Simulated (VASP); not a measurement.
# AlGaN2 (P-4m2) in VASP: a series of runs

Runs on AlGaN2. Level: LDA. Tasks: single point.

Program: VASP 6.6.1. These are calculated values, not measurements. Logs are shortened: lines on timing, memory, paths and dates and some standing lists are left out, and cuts for length are marked.

## (1) The cell of the first run

It takes space group P-4m2 (No. 115, tetragonal). Conventional cell: a = 3.033 Å, b = 3.033 Å, c = 4.260 Å, α = 90.00°, β = 90.00°, γ = 90.00°. Al (site symmetry -4m2) has 4 N at 1.83 Å within 2.4 Å. Within 2.5 Å of Ga (site symmetry -4m2) lie 4 N at 1.88 Å. N (site symmetry 2mm) has 2 Al at 1.83 Å and 2 Ga at 1.88 Å within 2.4 Å.

## (2) Single point, LDA

File INCAR:

```
  ALGO = Normal
  EDIFF = 1E-6
  ENCUT = 520
  ISIF = 2
  ISMEAR = 0
  LASPH = T
  LCHARG = T
  LELF = T
  LREAL = F
  LVHAR = T
  LWAVE = F
  NBANDS = 21
  NELM = 100
  PREC = Accurate
  SIGMA = 0.02
```

File KPOINTS:

```
k-points
0
Gamma
  8 8 6
```

File POSCAR:

```
AlGaN2
1.0
    3.0334185410      0.0000000000      0.0000000000
    0.0000000000      3.0334185410      0.0000000000
    0.0000000000      0.0000000000      4.2601332651
Al Ga N
1 1 2
Direct
    0.5000000000      0.5000000000      0.5000000000
    0.0000000000      0.0000000000      0.0000000000
    0.5000000000      0.0000000000      0.7396904387
    0.0000000000      0.5000000000      0.2603095613
```

Potentials or basis: VASP PAW LDA potentials, release 64 (Al, Ga_d, N).

Launch:

```
$ cat potpaw_LDA.64/Al/POTCAR potpaw_LDA.64/Ga_d/POTCAR potpaw_LDA.64/N/POTCAR > POTCAR
$ mpirun -np 1 vasp_std > vasp.out
```

OUTCAR:

```text
EDIFF = 1E-6
   ENCUT = 520
   ISIF = 2
   ISMEAR = 0
   LASPH = T
   LREAL = F
   NELM = 100
   PREC = Accurate

 ion  position               nearest neighbor table
   1  0.500  0.500  0.500-   3 1.83   4 1.83   3 1.83   4 1.83   2 3.02   2 3.02   2 3.02   2 3.02
                             2 3.02   2 3.02   2 3.02   2 3.02
   2  0.000  0.000  0.000-   3 1.88   4 1.88   4 1.88   3 1.88   1 3.02   1 3.02   1 3.02   1 3.02
                             1 3.02   1 3.02   1 3.02   1 3.02
   3  0.500  0.000  0.740-   1 1.83   1 1.83   2 1.88   2 1.88
   4  0.000  0.500  0.260-   1 1.83   1 1.83   2 1.88   2 1.88

  LATTYP: Found a simple tetragonal cell.
 ALAT       =     3.0334185410
 C/A-ratio  =     1.4044000877

  Lattice vectors:

 A1 = (   3.0334185410,   0.0000000000,   0.0000000000)
 A2 = (   0.0000000000,   3.0334185410,   0.0000000000)
 A3 = (   0.0000000000,   0.0000000000,   4.2601332651)

Analysis of symmetry for initial positions (statically):
=====================================================================
 Subroutine PRICEL returns:
 Original cell was already a primitive cell.

 Routine SETGRP: Setting up the symmetry group for a
 simple tetragonal supercell.

 Subroutine GETGRP returns: Found  8 space group operations
 (whereof  8 operations were pure point group operations)
 out of a pool of 16 trial point group operations.

The static configuration has the point symmetry D_2d.

Analysis of symmetry for dynamics (positions and initial velocities):
=====================================================================
 Subroutine PRICEL returns:
 Original cell was already a primitive cell.

 Routine SETGRP: Setting up the symmetry group for a
 simple tetragonal supercell.

 Subroutine GETGRP returns: Found  8 space group operations
 (whereof  8 operations were pure point group operations)
 out of a pool of 16 trial point group operations.

The dynamic configuration has the point symmetry D_2d.

 Subroutine INISYM returns: Found  8 space group operations
 (whereof  8 operations are pure point group operations),
 and found     1 'primitive' translations

----------------------------------------------------------------------------------------

                                     Primitive cell

  volume of cell :      39.2002

  direct lattice vectors                    reciprocal lattice vectors
     3.033418541  0.000000000  0.000000000     0.329661069  0.000000000  0.000000000
     0.000000000  3.033418541  0.000000000     0.000000000  0.329661069  0.000000000
     0.000000000  0.000000000  4.260133265     0.000000000  0.000000000  0.234734441

  length of vectors
     3.033418541  3.033418541  4.260133265     0.329661069  0.329661069  0.234734441

  position of ions in fractional coordinates (direct lattice)
     0.500000000  0.500000000  0.500000000
     0.000000000  0.000000000  0.000000000
     0.500000000  0.000000000  0.739690439
     0.000000000  0.500000000  0.260309561

  ion indices of the primitive-cell ions
   primitive index   ion index
                 1           1
                 2           2
                 3           3
                 4           4

----------------------------------------------------------------------------------------

 KPOINTS: k-points

Automatic generation of k-mesh.
 Grid dimensions read from file:
 generate k-points for:    8    8    6

 Generating k-lattice:

  Cartesian coordinates                     Fractional coordinates (reciprocal lattice)
     0.041207634  0.000000000  0.000000000     0.125000000  0.000000000  0.000000000
     0.000000000  0.041207634  0.000000000     0.000000000  0.125000000  0.000000000
     0.000000000  0.000000000  0.039122407     0.000000000  0.000000000  0.166666667

  Length of vectors
     0.041207634  0.041207634  0.039122407

  Shift w.r.t. Gamma in fractional coordinates (k-lattice)
     0.000000000  0.000000000  0.000000000

 Subroutine IBZKPT returns following result:
 ===========================================

 Found     60 irreducible k-points:

 Following reciprocal coordinates:
            Coordinates               Weight
  0.000000  0.000000  0.000000      1.000000
  0.125000  0.000000  0.000000      4.000000
  0.250000  0.000000  0.000000      4.000000
  0.375000  0.000000  0.000000      4.000000
  0.500000  0.000000  0.000000      2.000000
  0.125000  0.125000  0.000000      4.000000
[... 16 lines left out ...]
  0.375000  0.125000  0.166667     16.000000
  0.500000  0.125000  0.166667      8.000000
 [... further k-points ...]
   k-points           NKPTS =     60   k-points in BZ     NKDIM =     60   number of bands    NBANDS=     21
   number of dos      NEDOS =    301   number of ions     NIONS =      4
   total plane-waves  NPLWV =  18432
   dimension x,y,z NGX =    24 NGY =   24 NGZ =   32
   dimension x,y,z NGXF=    48 NGYF=   48 NGZF=   64
   ions per type =               1   1   2
   NGX,Y,Z   is equivalent  to a cutoff of  13.15, 13.15, 12.49 a.u.
   NGXF,Y,Z  is equivalent  to a cutoff of  26.31, 26.31, 24.98 a.u.
 SYSTEM =  unknown system
   PREC   = accura    normal or accurate (medium, high low for compatibility)
   ISTART =      0    job   : 0-new  1-cont  2-samecut
   ICHARG =      2    charge: 1-file 2-atom 10-const
   ISPIN  =      1    spin polarized calculation?
   LNONCOLLINEAR =      F non collinear calculations
   LSORBIT =      F    spin-orbit coupling
   LASPH  =      T    aspherical Exc in radial PAW
   ENCUT  =  520.0 eV  38.22 Ry    6.18 a.u.   5.64  5.64  7.92*2*pi/ulx,y,z
   NELM   =    100;   NELMIN=  2; NELMDL= -5     # of ELM steps
   EDIFF  = 0.1E-05   stopping-criterion for ELM
   LREAL  =      F    real-space projection
   EDIFFG = 0.1E-04   stopping-criterion for IOM
   NSW    =      0    number of steps for IOM
   IBRION =     -1    ionic relax: 0-MD 1-quasi-New 2-CG
   NFREE  =      0    steps in history (QN), initial steepest desc. (CG)
   ISIF   =      2    stress and relaxation
   ISYM   =      2    0-nonsym 1-usesym 2-fastsym
   POTIM  = 0.5000    time-step for ionic-motion
   TEBEG  =    0.0;   TEEND  =   0.0 temperature during run
   PSTRESS=    0.0 pullay stress
   NELECT =      26.0000    total number of electrons
   NUPDOWN=      -1.0000    fix difference up-down
   EMIN   =  10.00;   EMAX   =-10.00  energy-range for DOS
   EFERMI =   0.00;   METHOD = LEGACY
   ISMEAR =     0;   SIGMA  =   0.02  broadening in eV -4-tet -1-fermi 0-gaus
   EFERMI_NEDOS =   21; number of points for ismear=-14 and -15
   IALGO  =     38    algorithm
   IMIX   =      4    mixing-type and parameters
     AMIX     =   0.40;   BMIX     =  1.00
     AMIX_MAG =   1.60;   BMIX_MAG =  1.00
  volume/ion in A,a.u.               =       9.80        66.13
  Fermi-wavevector in a.u.,A,eV,Ry     =   1.427699  2.697960 27.733088  2.038324
  Thomas-Fermi vector in A             =   2.547840
   LORBIT       =      0    0 simple, 1 ext, 2 COOP (PROOUT), +10 PAW based schemes
   GGA     = CA    functional components
   LHFCALC =     F    Hartree Fock is set to
   AEXX    =    0.0000 exact exchange contribution
   IVDW    =     0    specifies the selected vdW correction
   LEPSILON=     F    determine dielectric tensor
   LRPA    =     F    only Hartree local field effects (RPA)
 non-spin polarized calculation
 Gauss-broadening in eV      SIGMA  =   0.02
  energy-cutoff  :      520.00
  volume of cell :       39.20
 maximum number of plane-waves:      1088
 NGX is ok and might be reduce to    24
   NGX = 11   NGY = 11   NGZ = 15

 number of electron      26.0000006 magnetization

 Free energy of the ion-electron system (eV)
  ---------------------------------------------------
  ext. energy  EPLUGINS =         0.00000000
  ---------------------------------------------------
  free energy    TOTEN  =       -30.09629263 eV

  energy without entropy =      -30.09629263  energy(sigma->0) =      -30.09629263

 E-fermi :   6.6784     XC(G=0): -12.2557

 val. band max:        6.5595417343   @ k =   0.0000   0.0000   0.0000
 cond. band min:       9.8321428325   @ k =   0.5000   0.5000   0.0000
 fundamental gap:      3.2726010982
 Fermi energy:         6.6784213072

 k-point     1 :       0.0000    0.0000    0.0000
  band No.  band energies     occupation
      1      -9.6377      2.00000
      2      -7.8306      2.00000
      3      -6.5590      2.00000
      4      -6.5590      2.00000
      5      -6.5117      2.00000
      6      -6.2713      2.00000
[... 13 lines left out ...]
     20      20.3069      0.00000
     21      22.4648      0.00000

 k-point     2 :       0.1250    0.0000    0.0000
  band No.  band energies     occupation
      1      -9.4805      2.00000
      2      -7.8294      2.00000
      3      -6.5804      2.00000
      4      -6.5553      2.00000
      5      -6.4778      2.00000
      6      -6.2873      2.00000
[... 13 lines left out ...]
     20      20.0946      0.00000
     21      21.9237      0.00000

 k-point     3 :       0.2500    0.0000    0.0000
  band No.  band energies     occupation
      1      -9.0541      2.00000
      2      -7.8444      2.00000
      3      -6.5786      2.00000
      4      -6.5461      2.00000
      5      -6.3836      2.00000
      6      -6.3255      2.00000
[... 13 lines left out ...]
     20      19.5098      0.00000
     21      20.7418      0.00000

 k-point     4 :       0.3750    0.0000    0.0000
  band No.  band energies     occupation
      1      -8.5175      2.00000
      2      -7.9129      2.00000
      3      -6.5366      2.00000
      4      -6.5200      2.00000
      5      -6.3632      2.00000
      6      -6.1587      2.00000
[... 13 lines left out ...]
     20      19.1069      0.00000
     21      19.7558      0.00000

 k-point     5 :       0.5000    0.0000    0.0000
  band No.  band energies     occupation
      1      -8.1586      2.00000
      2      -8.0572      2.00000
      3      -6.5326      2.00000
      4      -6.4858      2.00000
      5      -6.3788      2.00000
      6      -5.7637      2.00000
[... 13 lines left out ...]
     20      19.1034      0.00000
     21      19.2690      0.00000

 k-point     6 :       0.1250    0.1250    0.0000
  band No.  band energies     occupation
      1      -9.3280      2.00000
      2      -7.8245      2.00000
      3      -6.5793      2.00000
      4      -6.5614      2.00000
      5      -6.4507      2.00000
      6      -6.3031      2.00000
[... 13 lines left out ...]
     20      19.8633      0.00000
     21      20.6602      0.00000

 k-point     7 :       0.2500    0.1250    0.0000
  band No.  band energies     occupation
      1      -8.9183      2.00000
      2      -7.8290      2.00000
      3      -6.5743      2.00000
      4      -6.5343      2.00000
      5      -6.3822      2.00000
      6      -6.3216      2.00000
[... 13 lines left out ...]
     20      19.4182      0.00000
     21      19.8241      0.00000
[... 291 lines left out ...]
      1      -8.1714      2.00000
      2      -8.0278      2.00000
      3      -6.5348      2.00000
      4      -6.4645      2.00000
      5      -6.3785      2.00000
      6      -5.7543      2.00000
[... 13 lines left out ...]
     20      18.7214      0.00000
     21      18.8040      0.00000

 k-point    21 :       0.1250    0.1250    0.1667
  band No.  band energies     occupation
      1      -9.2018      2.00000
      2      -7.8667      2.00000
      3      -6.5886      2.00000
      4      -6.5469      2.00000
      5      -6.4499      2.00000
      6      -6.3029      2.00000
[... 13 lines left out ...]
     20      19.2288      0.00000
     21      20.9058      0.00000

 k-point    22 :       0.2500    0.1250    0.1667
  band No.  band energies     occupation
      1      -8.8199      2.00000
      2      -7.8579      2.00000
      3      -6.5767      2.00000
      4      -6.5110      2.00000
      5      -6.3805      2.00000
      6      -6.3190      2.00000
[... 13 lines left out ...]
     20      19.3885      0.00000
     21      20.1072      0.00000

 k-point    23 :       0.3750    0.1250    0.1667
  band No.  band energies     occupation
      1      -8.3707      2.00000
      2      -7.8923      2.00000
      3      -6.5502      2.00000
      4      -6.4575      2.00000
      5      -6.3955      2.00000
      6      -6.0714      2.00000
[... 13 lines left out ...]
     20      19.3799      0.00000
     21      19.6428      0.00000

 k-point    24 :       0.5000    0.1250    0.1667
  band No.  band energies     occupation
      1      -8.1157      2.00000
      2      -7.9707      2.00000
      3      -6.5410      2.00000
      4      -6.4325      2.00000
      5      -6.4129      2.00000
      6      -5.6721      2.00000
[... 13 lines left out ...]
     20      19.4012      0.00000
     21      19.4023      0.00000

 [... further k-points ...]
[... 5 lines left out ...]
  --------------------------------------------------------------------------------------
  -------------------------------------------------------------------------------------
  Total        5.2030961      5.2030961      5.1950911      0.0000000     -0.0000000      0.0000000
  in kB      212.6593946    212.6593946    212.3322164      0.0000000     -0.0000000      0.0000000
  external PRESSURE =     212.5503352 kB  Pullay stress =       0.0000000 kB

 VOLUME and BASIS-vectors are now :
 -----------------------------------------------------------------------------
  energy-cutoff  :      520.00
  volume of cell :       39.20
      direct lattice vectors                 reciprocal lattice vectors
     3.033418541  0.000000000  0.000000000     0.329661069  0.000000000  0.000000000
     0.000000000  3.033418541  0.000000000     0.000000000  0.329661069  0.000000000
     0.000000000  0.000000000  4.260133265     0.000000000  0.000000000  0.234734441

 POSITION                                       TOTAL-FORCE (eV/Angst)
 -----------------------------------------------------------------------------------
      1.51671      1.51671      2.13007        -0.000000      0.000000     -0.000000
      0.00000      0.00000      0.00000         0.000000     -0.000000     -0.000000
      1.51671      0.00000      3.15118        -0.000000     -0.000000     -0.030581
      0.00000      1.51671      1.10895        -0.000000     -0.000000      0.030581
 -----------------------------------------------------------------------------------
    total drift:                                0.000000      0.000000     -0.000000

  FREE ENERGIE OF THE ION-ELECTRON SYSTEM (eV)
  ---------------------------------------------------
  free  energy   TOTEN  =       -30.0962926306 eV

  energy  without entropy=      -30.0962926306  energy(sigma->0) =      -30.09629263
```

Run time: 16 s. Hardware: 1 thread of Intel Xeon 6975P-C, shared host; peak memory 0.17 GiB.

What came out:

| Quantity | Value |
| --- | --- |
| Free energy | -30.0963 eV |
| Pressure | 21.3 GPa |
| Largest force | 0.031 eV/Å |
| Band gap on the k mesh | 3.27 eV, indirect (least direct gap 3.57 eV) |

Forces on the atoms (eV/Å):
```
Al   0.000  0.000  0.000
Ga   0.000  0.000  0.000
N    0.000  0.000 -0.031
N    0.000  0.000  0.031
```

## (3) Single point, LDA

This run uses another cell than the first one, of 10.17 Å³/atom, 1.038 times its volume.

File INCAR:

```
SYSTEM = AlGaN2
PREC = Accurate
ENCUT = 520
EDIFF = 1E-6
ISMEAR = 0
SIGMA = 0.02
LREAL = .FALSE.
LASPH = .TRUE.
NELM = 60
ALGO = Normal
ISIF = 2
LWAVE = .FALSE.
LCHARG = .FALSE.
GGA = CA
NBANDS = 21
```

File KPOINTS:

```
Automatic mesh
0
G
  8 8 6
  0 0 0
```

File POSCAR:

```
AlGaN2
1.0
    3.0700837219      0.0000000000      0.0000000000
    0.0000000000      3.0700837219      0.0000000000
    0.0000000000      0.0000000000      4.3178717064
Al Ga N
1 1 2
Direct
    0.5000000000      0.5000000000      0.5000000000
    0.0000000000      0.0000000000      0.0000000000
    0.5000000000      0.0000000000      0.7399319764
    0.0000000000      0.5000000000      0.2600680236
```

Potentials or basis: VASP PAW LDA potentials, release 64 (Al, Ga_d, N).

Launch:

```
$ cat potpaw_LDA.64/Al/POTCAR potpaw_LDA.64/Ga_d/POTCAR potpaw_LDA.64/N/POTCAR > POTCAR
$ mpirun -np 1 vasp_std > vasp.out
```

Wall time 19 s (1 thread of Intel Xeon 6975P-C, shared host); peak memory 0.17 GiB.

The run converged. Its results:

```yaml
Free_energy: -30.2471 eV
Pressure: 11.1 GPa
Largest_force: 0.036 eV/Å
Band_gap_on_the_k_mesh: 3.26 eV, indirect (least direct gap 3.40 eV)
```

Forces on the atoms (eV/Å):
```
Al   0.000  0.000  0.000
Ga   0.000  0.000  0.000
N    0.000  0.000 -0.036
N    0.000  0.000  0.036
```

Levels at points of the mesh, in eV from the valence-band top:
| k point | band 9 | band 10 | band 11 | band 12 | band 13 | band 14 | band 15 | band 16 | band 17 | band 18 |
| --- | --- | --- | --- | --- | --- | --- | --- | --- | --- | --- |
| (0.00, 0.00, 0.00) | -2.52 | -2.52 | -0.25 | 0.00 | 0.00 | 3.40 | 3.53 | 7.82 | 11.64 | 11.64 |
| (0.50, 0.00, 0.00) | -4.63 | -3.17 | -3.05 | -1.05 | -0.77 | 7.32 | 7.65 | 8.21 | 8.80 | 10.61 |
| (0.50, 0.50, 0.00) | -5.19 | -2.48 | -2.45 | -2.45 | -2.42 | 3.26 | 3.26 | 6.62 | 8.95 | 12.97 |
| (0.00, 0.00, 0.50) | -2.55 | -1.71 | -1.71 | -1.06 | -1.06 | 5.50 | 5.64 | 8.42 | 9.52 | 11.42 |
| (0.50, 0.00, 0.50) | -6.61 | -1.02 | -0.94 | -0.63 | -0.62 | 5.69 | 7.02 | 9.44 | 9.79 | 10.42 |
| (0.50, 0.50, 0.50) | -4.54 | -4.34 | -3.52 | -3.52 | -3.50 | 6.27 | 6.27 | 9.54 | 11.11 | 11.60 |

A k mesh can miss the band edges. As with any semilocal functional, this LDA gap is likely too small.

## (4) Single point, LDA

This run uses another cell than the first one, of 10.17 Å³/atom, 1.038 times its volume.

File INCAR:

```
SYSTEM = AlGaN2
  PREC = Accurate
  ENCUT = 520
  EDIFF = 1E-6
  ISMEAR = 0
  SIGMA = 0.02
  LREAL = .False.
  LASPH = .True.
  NELM = 100
  ALGO = Normal
  ISIF = 2
  LWAVE = .False.
  LCHARG = .False.
  NBANDS = 21
```

File KPOINTS:

```
Automatic mesh
0
Gamma
  8 8 6
  0 0 0
```

POSCAR is that of step 3.

Launch:

```
$ cat potpaw_LDA.64/Al/POTCAR potpaw_LDA.64/Ga_d/POTCAR potpaw_LDA.64/N/POTCAR > POTCAR
$ mpirun -np 1 vasp_std > vasp.out
```

It took 20 s on 1 thread of Intel Xeon 6975P-C, shared host; peak memory 0.17 GiB.

It converged, with:

```yaml
Free_energy: -30.2471 eV
Pressure: 11.1 GPa
Largest_force: 0.036 eV/Å
Band_gap_on_the_k_mesh: 3.26 eV, indirect (least direct gap 3.40 eV)
```

Forces in eV/Å, atoms in the order of the input:
```
Al   0.000  0.000  0.000
Ga   0.000  0.000  0.000
N    0.000  0.000 -0.036
N    0.000  0.000  0.036
```

Levels at points of the mesh, in eV from the valence-band top:
| k point | band 10 | band 11 | band 12 | band 13 | band 14 | band 15 | band 16 | band 17 |
| --- | --- | --- | --- | --- | --- | --- | --- | --- |
| (0.00, 0.00, 0.00) | -2.52 | -0.25 | 0.00 | 0.00 | 3.40 | 3.53 | 7.82 | 11.64 |
| (0.50, 0.00, 0.00) | -3.17 | -3.05 | -1.05 | -0.77 | 7.32 | 7.65 | 8.21 | 8.80 |
| (0.50, 0.50, 0.00) | -2.48 | -2.45 | -2.45 | -2.42 | 3.26 | 3.26 | 6.62 | 8.95 |
| (0.00, 0.00, 0.50) | -1.71 | -1.71 | -1.06 | -1.06 | 5.50 | 5.64 | 8.42 | 9.52 |
| (0.50, 0.00, 0.50) | -1.02 | -0.94 | -0.63 | -0.62 | 5.69 | 7.02 | 9.44 | 9.79 |
| (0.50, 0.50, 0.50) | -4.34 | -3.52 | -3.52 | -3.50 | 6.27 | 6.27 | 9.54 | 11.11 |

A k mesh can miss the band edges.

(Part 1 of 2 ends here.)
